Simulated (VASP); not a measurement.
# PbS (P-6m2) in VASP: a series of runs, part 2 of 2

VASP 6.6.1.

### 3 Relaxation of cell and atoms, PBEsol+D3(BJ)

This run uses another cell than the first one, of 27.44 Å³/atom.

File INCAR:

```
ALGO     = Normal         # electronic algorithm
EDIFF    = 1E-6           # SCF threshold, eV
EDIFFG   = -0.01          # ionic threshold
ENCUT    = 600            # plane-wave cutoff, eV
GGA      = PS             # functional
IBRION   = 2              # ionic algorithm
ISIF     = 3              # what is computed and relaxed
ISMEAR   = -1             # smearing method
IVDW     = 12             # dispersion correction
LASPH    = T              # aspherical terms in the spheres
LCHARG   = F              # write CHGCAR
LREAL    = F              # projectors in reciprocal space
LWAVE    = F              # write WAVECAR
NELM     = 80             # most SCF steps
NSW      = 60             # ionic steps
PREC     = Accurate       # precision mode
SIGMA    = 0.05           # smearing width, eV
```

File KPOINTS:

```
k-points
0
Gamma
  8 8 7
```

File POSCAR:

```
PbS
1.0
    4.0896976867      0.0000000000      0.0000000000
   -2.0448488433      3.5417820905      0.0000000000
    0.0000000000      0.0000000000      3.7881670000
Pb S
1 1
Direct
    0.0000000000      0.0000000000      0.0000000000
    0.6666666667      0.3333333333      0.5000000000
```

Potentials or basis: VASP PAW PBE potentials, release 64 (Pb_d, S).

Command:

```bash
cat potpaw_PBE.64/Pb_d/POTCAR potpaw_PBE.64/S/POTCAR > POTCAR
mpirun -np 1 vasp_std > vasp.out
```

OUTCAR:

```text
EDIFF = 1E-6
   EDIFFG = -0.01
   ENCUT = 600
   GGA = PS
   IBRION = 2
   ISIF = 3
   ISMEAR = -1
   IVDW = 12
   LASPH = T
   LREAL = F
   NELM = 80
   NSW = 60
   PREC = Accurate
 IVDW          = 12

 ion  position               nearest neighbor table
   1  0.000  0.000  0.000-   2 3.03   2 3.03   2 3.03   2 3.03   2 3.03   2 3.03
   2  0.667  0.333  0.500-   1 3.03   1 3.03   1 3.03   1 3.03   1 3.03   1 3.03

  LATTYP: Found a hexagonal cell.
 ALAT       =     4.0896976867
 C/A-ratio  =     0.9262706660

  Lattice vectors:

 A1 = (   4.0896976867,   0.0000000000,   0.0000000000)
 A2 = (  -2.0448488433,   3.5417820905,   0.0000000000)
 A3 = (   0.0000000000,   0.0000000000,   3.7881670000)

Analysis of symmetry for initial positions (statically):
=====================================================================
 Subroutine PRICEL returns:
 Original cell was already a primitive cell.

 Routine SETGRP: Setting up the symmetry group for a
 hexagonal supercell.

 Subroutine GETGRP returns: Found 12 space group operations
 (whereof 12 operations were pure point group operations)
 out of a pool of 24 trial point group operations.

The static configuration has the point symmetry D_3h.

Analysis of symmetry for dynamics (positions and initial velocities):
=====================================================================
 Subroutine PRICEL returns:
 Original cell was already a primitive cell.

 Routine SETGRP: Setting up the symmetry group for a
 hexagonal supercell.

 Subroutine GETGRP returns: Found 12 space group operations
 (whereof 12 operations were pure point group operations)
 out of a pool of 24 trial point group operations.

The dynamic configuration has the point symmetry D_3h.

 Subroutine INISYM returns: Found 12 space group operations
 (whereof 12 operations are pure point group operations),
 and found     1 'primitive' translations

----------------------------------------------------------------------------------------

                                     Primitive cell

  volume of cell :      54.8709

  direct lattice vectors                    reciprocal lattice vectors
     4.089697687  0.000000000  0.000000000     0.244516851  0.141171870  0.000000000
    -2.044848843  3.541782090  0.000000000     0.000000000  0.282343740  0.000000000
     0.000000000  0.000000000  3.788167000     0.000000000  0.000000000  0.263979914

  length of vectors
     4.089697687  4.089697687  3.788167000     0.282343740  0.282343740  0.263979914

  position of ions in fractional coordinates (direct lattice)
     0.000000000  0.000000000  0.000000000
     0.666666667  0.333333333  0.500000000

  ion indices of the primitive-cell ions
   primitive index   ion index
                 1           1
                 2           2

----------------------------------------------------------------------------------------

 KPOINTS: k-points

Automatic generation of k-mesh.
 Grid dimensions read from file:
 generate k-points for:    8    8    7

 Generating k-lattice:

  Cartesian coordinates                     Fractional coordinates (reciprocal lattice)
     0.030564606  0.017646484  0.000000000     0.125000000  0.000000000  0.000000000
     0.000000000  0.035292967  0.000000000     0.000000000  0.125000000  0.000000000
     0.000000000  0.000000000  0.037711416     0.000000000  0.000000000  0.142857143

  Length of vectors
     0.035292967  0.035292967  0.037711416

  Shift w.r.t. Gamma in fractional coordinates (k-lattice)
     0.000000000  0.000000000  0.000000000

 Subroutine IBZKPT returns following result:
 ===========================================

 Found     40 irreducible k-points:

 Following reciprocal coordinates:
            Coordinates               Weight
  0.000000  0.000000  0.000000      1.000000
  0.125000  0.000000  0.000000      6.000000
  0.250000  0.000000  0.000000      6.000000
  0.375000  0.000000  0.000000      6.000000
  0.500000  0.000000  0.000000      3.000000
  0.125000  0.125000  0.000000      6.000000
[... 16 lines left out ...]
  0.250000  0.000000  0.285714     12.000000
  0.375000  0.000000  0.285714     12.000000
 [... further k-points ...]
   k-points           NKPTS =     40   k-points in BZ     NKDIM =     40   number of bands    NBANDS=     14
   number of dos      NEDOS =    301   number of ions     NIONS =      2
   total plane-waves  NPLWV =  38880
   dimension x,y,z NGX =    36 NGY =   36 NGZ =   30
   dimension x,y,z NGXF=    72 NGYF=   72 NGZF=   60
   ions per type =               1   1
   NGX,Y,Z   is equivalent  to a cutoff of  14.63, 14.63, 13.17 a.u.
   NGXF,Y,Z  is equivalent  to a cutoff of  29.27, 29.27, 26.33 a.u.
 SYSTEM =  unknown system
   PREC   = accura    normal or accurate (medium, high low for compatibility)
   ISTART =      0    job   : 0-new  1-cont  2-samecut
   ICHARG =      2    charge: 1-file 2-atom 10-const
   ISPIN  =      1    spin polarized calculation?
   LNONCOLLINEAR =      F non collinear calculations
   LSORBIT =      F    spin-orbit coupling
   LASPH  =      T    aspherical Exc in radial PAW
   ENCUT  =  600.0 eV  44.10 Ry    6.64 a.u.   8.17  8.17  7.57*2*pi/ulx,y,z
   NELM   =     80;   NELMIN=  2; NELMDL= -5     # of ELM steps
   EDIFF  = 0.1E-05   stopping-criterion for ELM
   LREAL  =      F    real-space projection
   EDIFFG = -.1E-01   stopping-criterion for IOM
   NSW    =     60    number of steps for IOM
   IBRION =      2    ionic relax: 0-MD 1-quasi-New 2-CG
   NFREE  =      1    steps in history (QN), initial steepest desc. (CG)
   ISIF   =      3    stress and relaxation
   ISYM   =      2    0-nonsym 1-usesym 2-fastsym
   POTIM  = 0.5000    time-step for ionic-motion
   TEBEG  =    0.0;   TEEND  =   0.0 temperature during run
   PSTRESS=    0.0 pullay stress
   NELECT =      20.0000    total number of electrons
   NUPDOWN=      -1.0000    fix difference up-down
   EMIN   =  10.00;   EMAX   =-10.00  energy-range for DOS
   EFERMI =   0.00;   METHOD = LEGACY
   ISMEAR =    -1;   SIGMA  =   0.05  broadening in eV -4-tet -1-fermi 0-gaus
   EFERMI_NEDOS =   21; number of points for ismear=-14 and -15
   IALGO  =     38    algorithm
   IMIX   =      4    mixing-type and parameters
     AMIX     =   0.40;   BMIX     =  1.00
     AMIX_MAG =   1.60;   BMIX_MAG =  1.00
  volume/ion in A,a.u.               =      27.44       185.14
  Fermi-wavevector in a.u.,A,eV,Ry     =   1.169421  2.209885 18.606576  1.367545
  Thomas-Fermi vector in A             =   2.305894
   LORBIT       =      0    0 simple, 1 ext, 2 COOP (PROOUT), +10 PAW based schemes
   GGA     = PS    functional components
   LHFCALC =     F    Hartree Fock is set to
   AEXX    =    0.0000 exact exchange contribution
   IVDW    =    12    specifies the selected vdW correction
   LEPSILON=     F    determine dielectric tensor
   LRPA    =     F    only Hartree local field effects (RPA)
 conjugate gradient relaxation of ions
 non-spin polarized calculation
  energy-cutoff  :      600.00
  volume of cell :       54.87
 maximum number of plane-waves:      1845
 NGX is ok and might be reduce to    36
   NGX = 17   NGY = 17   NGZ = 15

--------------------------------------- Ionic step        1  -------------------------------------------

 number of electron      20.0000002 magnetization

 Free energy of the ion-electron system (eV)
  ---------------------------------------------------
  ext. energy  EPLUGINS =         0.00000000
  ---------------------------------------------------
  free energy    TOTEN  =        -9.18365937 eV

  energy without entropy =       -9.18169509  energy(sigma->0) =       -9.18267723

 E-fermi :   5.0068     XC(G=0):  -9.6383

 val. band max:        4.9636346034   @ k =   0.3750   0.2500   0.0000
 cond. band min:       5.0939511989   @ k =   0.3750   0.2500   0.4286
 fundamental gap:      0.1303165955
 Fermi energy:         5.0068418844

 k-point     1 :       0.0000    0.0000    0.0000
  band No.  band energies     occupation
      1     -11.7606      2.00000
      2     -11.7394      2.00000
      3     -11.7394      2.00000
      4     -11.6384      2.00000
      5     -11.6384      2.00000
      6      -8.1049      2.00000
      7      -1.4189      2.00000
      8       2.8900      2.00000
      9       3.3774      2.00000
     10       3.3774      2.00000
     11       8.4616      0.00000
     12       8.4616      0.00000
     13      10.2173      0.00000
     14      11.5104      0.00000
[... 588 lines left out ...]
  energy  without entropy=       -9.8904161123  energy(sigma->0) =       -9.89186501

--------------------------------------- Ionic step        6  -------------------------------------------

 number of electron      20.0000000 magnetization

 Free energy of the ion-electron system (eV)
  ---------------------------------------------------
  ext. energy  EPLUGINS =         0.00000000
  ---------------------------------------------------
  free energy    TOTEN  =        -9.19696317 eV

  energy without entropy =       -9.19406227  energy(sigma->0) =       -9.19551272

 E-fermi :   5.9863     XC(G=0): -10.1438

 val. band max:        5.9090748111   @ k =   0.3750   0.2500   0.4286
 cond. band min:       6.1800981456   @ k =   0.0000   0.0000   0.4286
 fundamental gap:      0.2710233345
 Fermi energy:         5.9862921532

 k-point     1 :       0.0000    0.0000    0.0000
  band No.  band energies     occupation
      1     -10.6256      2.00000
      2     -10.5948      2.00000
      3     -10.5948      2.00000
      4     -10.4676      2.00000
      5     -10.4676      2.00000
      6      -7.6752      2.00000
      7       0.0079      2.00000
      8       3.4480      2.00000
      9       4.4146      2.00000
     10       4.4146      2.00000
     11       9.9367      0.00000
     12       9.9367      0.00000
     13      11.0954      0.00000
     14      13.2634      0.00000
[... 424 lines left out ...]
  FREE ENERGIE OF THE ION-ELECTRON SYSTEM (eV)
  ---------------------------------------------------
  free  energy   TOTEN  =        -9.8934407427 eV

  energy  without entropy=       -9.8905398346  energy(sigma->0) =       -9.89199029

 reached required accuracy - stopping structural energy minimisation
```

Wall time 1.9 min (1 thread of Intel Xeon Platinum 8488C (Sapphire Rapids), shared host); peak memory 0.23 GiB.

Results:

```yaml
Free_energy: -9.8934 eV
Relaxed_volume: 24.72 Å³/atom
Relaxed_cell: a = 3.909 Å, b = 3.909 Å, c = 3.737 Å, α = 90.00°, β = 90.00°, γ = 120.00°
Space_group_after_relaxing_to_0.1_Å: P-6m2 (No. 187)
Energy_gained_by_relaxing: 42.0 meV/atom
Ionic_steps: 6
Pressure_after_relaxing: 0.0 GPa
Band_gap_on_the_k_mesh: zero (bands 10 and 11 overlap by 0.37 eV)
Dispersion_energy_per_atom: -0.348 eV
```

The path:
```csv
step,energy change (eV),largest force (eV/Å),pressure (GPa),volume (Å³)
1,0.0000,0.0000,-4.66,54.87
2,-0.0709,0.0000,1.57,48.78
3,-0.0770,0.0000,-0.02,50.00
4,-0.0817,0.0000,-0.04,49.77
5,-0.0839,0.0000,-0.03,49.36
6,-0.0841,0.0000,-0.01,49.44
```

Final structure:
```
Pb S
1.0
     3.90882    0.00000    0.00000
    -1.95441    3.38514    0.00000
     0.00000    0.00000    3.73675
Pb S
1 1
Direct
  0.00000 0.00000 0.00000
  0.66667 0.33333 0.50000
```

Caveat: semilocal functionals underestimate gaps, so a narrow gap can read as zero; the PAW data sets were made with another functional, which shifts forces and pressure a little; spin-orbit coupling is left out, which moves the levels of the heavy elements.

### 4 Relaxation of cell and atoms, PBEsol+D4

This run uses another cell than the first one, of 27.44 Å³/atom.

File INCAR:

```
PREC = Accurate
ENCUT = 600
EDIFF = 1E-6
ISMEAR = -1
SIGMA = 0.05
LREAL = False
LASPH = True
NELM = 60
ALGO = Normal
ISIF = 3
LWAVE = False
LCHARG = False
GGA = PS
IVDW = 13
IBRION = 2
NSW = 60
EDIFFG = -0.01
```

File KPOINTS:

```
Automatic mesh
0
Gamma
  8 8 7
```

POSCAR is that of step 3.

Potentials or basis: VASP PAW PBE potentials, release 64 (Pb_d, S).

Command:

```bash
cat potpaw_PBE.64/Pb_d/POTCAR potpaw_PBE.64/S/POTCAR > POTCAR
mpirun -np 1 vasp_std > vasp.out
```

OUTCAR:

```text
PREC = Accurate
   ENCUT = 600
   EDIFF = 1E-6
   ISMEAR = -1
   LREAL = False
   LASPH = True
   NELM = 60
   ISIF = 3
   GGA = PS
   IVDW = 13
   IBRION = 2
   NSW = 60
   EDIFFG = -0.01

 ion  position               nearest neighbor table
   1  0.000  0.000  0.000-   2 3.03   2 3.03   2 3.03   2 3.03   2 3.03   2 3.03
   2  0.667  0.333  0.500-   1 3.03   1 3.03   1 3.03   1 3.03   1 3.03   1 3.03

  LATTYP: Found a hexagonal cell.
 ALAT       =     4.0896976867
 C/A-ratio  =     0.9262706660

  Lattice vectors:

 A1 = (   4.0896976867,   0.0000000000,   0.0000000000)
 A2 = (  -2.0448488433,   3.5417820905,   0.0000000000)
 A3 = (   0.0000000000,   0.0000000000,   3.7881670000)

Analysis of symmetry for initial positions (statically):
=====================================================================
 Subroutine PRICEL returns:
 Original cell was already a primitive cell.

[... 190 lines left out ...]
     10       3.3774      2.00000
     11       8.4616      0.00000
     12       8.4616      0.00000
     13      10.2173      0.00000
     14      11.5104      0.00000
[... 590 lines left out ...]
--------------------------------------- Ionic step        6  -------------------------------------------

 number of electron      20.0000002 magnetization

 Free energy of the ion-electron system (eV)
  ---------------------------------------------------
  ext. energy  EPLUGINS =         0.00000000
  ---------------------------------------------------
  free energy    TOTEN  =        -9.20711397 eV

  energy without entropy =       -9.20457153  energy(sigma->0) =       -9.20584275

 E-fermi :   5.8090     XC(G=0): -10.0542

 val. band max:        5.7697858801   @ k =   0.3750   0.2500   0.4286
 cond. band min:       5.9051934746   @ k =   0.0000   0.0000   0.4286
 fundamental gap:      0.1354075945
 Fermi energy:         5.8089859179

 k-point     1 :       0.0000    0.0000    0.0000
  band No.  band energies     occupation
      1     -10.8253      2.00000
      2     -10.7945      2.00000
      3     -10.7945      2.00000
      4     -10.6732      2.00000
      5     -10.6732      2.00000
      6      -7.7531      2.00000
      7      -0.2413      2.00000
      8       3.3679      2.00000
      9       4.2135      2.00000
     10       4.2135      2.00000
     11       9.6566      0.00000
     12       9.6566      0.00000
     13      10.9407      0.00000
     14      12.9602      0.00000
[... 424 lines left out ...]
  FREE ENERGIE OF THE ION-ELECTRON SYSTEM (eV)
  ---------------------------------------------------
  free  energy   TOTEN  =        -9.6591969421 eV

  energy  without entropy=       -9.6566545011  energy(sigma->0) =       -9.65792572

 reached required accuracy - stopping structural energy minimisation
```

It took 2.5 min on 1 thread of Intel Xeon Platinum 8488C (Sapphire Rapids), shared host; peak memory 0.22 GiB.

What came out:

```yaml
Free_energy: -9.6592 eV
Relaxed_volume: 25.17 Å³/atom
Relaxed_cell: a = 3.943 Å, b = 3.943 Å, c = 3.740 Å, α = 90.00°, β = 90.00°, γ = 120.00°
Space_group_after_relaxing_to_0.1_Å: P-6m2 (No. 187)
Energy_gained_by_relaxing: 29.1 meV/atom
Ionic_steps: 6
Pressure_after_relaxing: 0.0 GPa
Band_gap_on_the_k_mesh: zero (bands 10 and 11 overlap by 0.28 eV)
Dispersion_energy_per_atom: -0.226 eV
```

Step by step:
```
step  energy change (eV)  largest force (eV/Å)  pressure (GPa)  volume (Å³)
   1              0.0000                0.0000           -3.89        54.87
   2             -0.0499                0.0000            1.24        49.75
   3             -0.0539                0.0000           -0.03        50.76
   4             -0.0568                0.0000           -0.03        50.58
   5             -0.0580                0.0000           -0.01        50.27
   6             -0.0582                0.0000            0.00        50.34
```

Final structure:
```cif
data_structure
_symmetry_space_group_name_H-M 'P 1'
_symmetry_Int_Tables_number 1
_cell_length_a 3.9427
_cell_length_b 3.9427
_cell_length_c 3.7395
_cell_angle_alpha 90.000
_cell_angle_beta 90.000
_cell_angle_gamma 120.000
_cell_volume 50.34
loop_
_atom_site_label
_atom_site_type_symbol
_atom_site_fract_x
_atom_site_fract_y
_atom_site_fract_z
_atom_site_occupancy
Pb1 Pb 0.00000 0.00000 0.00000 1
S1 S 0.66667 0.33333 0.50000 1
```

Levels at points of the mesh, in eV from the Fermi level:
```
           k point  band 6  band 7  band 8  band 9  band 10  band 11  band 12  band 13  band 14
(0.00, 0.00, 0.00)  -13.56   -6.05   -2.44   -1.60    -1.60     3.85     3.85     5.13     7.15
(0.50, 0.00, 0.00)  -12.21   -8.54   -2.76   -1.72    -1.25     2.08     4.04     5.33     5.87
```

Caveat: semilocal functionals underestimate gaps, so a narrow gap can read as zero; the PAW data sets were made with another functional, which shifts forces and pressure a little; spin-orbit coupling is left out, which moves the levels of the heavy elements.

### 5 Summary

| task | level | cell | cutoff (eV) | gap on the mesh (eV) | pressure (GPa) | relaxed volume (Å³/atom) |
| --- | --- | --- | --- | --- | --- | --- |
| single point | PBEsol+D4 | a = 3.941, b = 3.941, c = 3.740 Å, angles 90.0, 90.0, 120.0°, 2 atoms | 520 | none | -0.1 | - |
| relaxation of cell and atoms | PBEsol+D3(BJ) | relaxed from a = 4.090, b = 4.090, c = 3.788 Å, angles 90.0, 90.0, 120.0°, 2 atoms | 600 | none | 0.0 | 24.72 |
| relaxation of cell and atoms | PBEsol+D4 | relaxed from a = 4.090, b = 4.090, c = 3.788 Å, angles 90.0, 90.0, 120.0°, 2 atoms | 600 | none | 0.0 | 25.17 |

Alike in all rows: potentials or basis VASP PAW PBE potentials, release 64 (Pb_d, S); no spin polarisation; k mesh 8 × 8 × 7; smearing fermi-dirac 0.05 eV.

Caveats: semilocal functionals underestimate gaps, so a narrow gap can read as zero; the PAW data sets were made with another functional, which shifts forces and pressure a little; spin-orbit coupling is left out, which moves the levels of the heavy elements.

Absolute energies hang on the potentials; compare differences alone.
